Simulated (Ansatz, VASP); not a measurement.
## C in VASP and in Ansatz

File INCAR:

```
SYSTEM = C
  PREC = Accurate
  ENCUT = 600
  EDIFF = 1E-7
  ISMEAR = 0
  SIGMA = 0.1
  LREAL = .False.
  LASPH = .True.
  NELM = 80
  ALGO = Normal
  ISIF = 3
  LWAVE = .False.
  LCHARG = .False.
  GGA = PS
  IVDW = 12
  IBRION = 2
  NSW = 100
  EDIFFG = -0.005
```

Contents of KPOINTS:

```
regular mesh
0
Gamma
  21 21 6
  0 0 0
```

Contents of POSCAR:

```
C
1.0
    2.4699988104      0.0000000000      0.0000000000
   -1.2349994052      2.1390817171      0.0000000000
    0.0000000000      0.0000000000      6.7900000000
C
4
Direct
    0.0000000000      0.0000000000      0.0000000000
    0.0000000000      0.0000000000      0.5000000000
    0.3333333333      0.6666666667      0.0050000000
    0.6666666667      0.3333333333      0.5050000000
```

Input for Ansatz:

```yaml
crystal:
  lattice:
    - [2.4699988104, 0.0, 0.0]
    - [-1.2349994052, 2.1390817171, 0.0]
    - [0.0, 0.0, 6.79]
  atoms:
    - { symbol: C, position: [0.0, 0.0, 0.0] }
    - { symbol: C, position: [0.0, 0.0, 0.5] }
    - { symbol: C, position: [0.3333333333, 0.6666666667, 0.005] }
    - { symbol: C, position: [0.6666666667, 0.3333333333, 0.505] }
basis:
  ecutwfc: 520.0
kpoints:
  mp_grid: { grid: [21, 21, 6] }
hamiltonian:
  xc: pbesol
  pseudopotentials: { kind: paw, azcp: { folder: soft_1 } }
  dispersion: d3bj
scf:
  occupations: { method: gaussian, width: 0.1 }
output:
  forces: true
  stress: true
  eigenvalues: true
  write_density: true
  write_potential: true
  elf: true
  volumetric_format: npy
relax:
  adjacent_minimum: "off"
  f_tol: 0.005
  max_steps: 80
  cell: { stress_tol: 0.05 }
```

Alike in both runs: task relaxation of cell and atoms; functional PBEsol; dispersion D3(BJ); k mesh 21 × 21 × 6; occupations gaussian, width 0.1 eV; no spin polarisation.

```csv
,VASP,Ansatz
version,VASP 6.6.1,Ansatz 0.2.0
potentials or method,"VASP PAW PBE potentials, release 64 (C), cutoff 600 eV","scalar-relativistic, plane waves, PAW"
valence electrons in the cell,16,16
```

```tsv
	VASP	Ansatz	Ansatz less VASP
gap on the k mesh at the Fermi level, each at its own relaxed structure (eV)	none	none	-
relaxed volume (Å³/atom)	8.53	8.61	+0.081
relaxed cell length with the largest relative difference (Å)	6.512	6.580	+0.0677
```

VASP's potentials were made for PBE, not for PBEsol, and Ansatz warns of the same on its side. A gap of «none» marks a metal or a gap that the smearing closes.
